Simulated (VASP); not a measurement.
Here is a VASP 6.6.1 calculation.

The input INCAR:

```
ALGO = Normal ; DIPOL = 0.5 0.5 0.294
EDIFF = 1E-6 ; ENCUT = 520
GGA = PE ; IDIPOL = 3
ISIF = 2 ; ISMEAR = 0
IVDW = 12 ; LASPH = True
LCHARG = False ; LDIPOL = True
LREAL = Auto ; LWAVE = False
NBANDS = 68 ; NELM = 100
PREC = Accurate ; SIGMA = 0.02
```

Contents of KPOINTS:

```
k-points
0
Gamma
  12 12 1
```

Contents of POSCAR:

```
PtSe2
1.0
    3.7270000000      0.0000000000      0.0000000000
   -1.8635000000      3.2276766799      0.0000000000
    0.0000000000      0.0000000000     69.5199999968
Se Pt
10 5
Direct
    0.6666666667      0.3333333333      0.1332136639
    0.3333333333      0.6666666667      0.1708898637
    0.6666666667      0.3333333333      0.2045165784
    0.3333333333      0.6666666667      0.2420483141
    0.6666666667      0.3333333333      0.2750948046
    0.3333333333      0.6666666667      0.3126497294
    0.6666666667      0.3333333333      0.3456962199
    0.3333333333      0.6666666667      0.3832279556
    0.6666666667      0.3333333333      0.4168546703
    0.3333333333      0.6666666667      0.4545308701
    0.0000000000      0.0000000000      0.1523119009
    0.0000000000      0.0000000000      0.2232821444
    0.0000000000      0.0000000000      0.2938722670
    0.0000000000      0.0000000000      0.3644623896
    0.0000000000      0.0000000000      0.4354326330
```

Potentials or basis: VASP PAW PBE potentials, release 64 (Se, Pt).

Command:

```bash
$ cat potpaw_PBE.64/Se/POTCAR potpaw_PBE.64/Pt/POTCAR > POTCAR
$ mpirun -np 1 vasp_std > vasp.out
```

(1) Estimate the dispersion energy per atom.

(2) Predict the largest force.

## Answers

(1) -0.449 eV.

(2) 0.011 eV/Å.
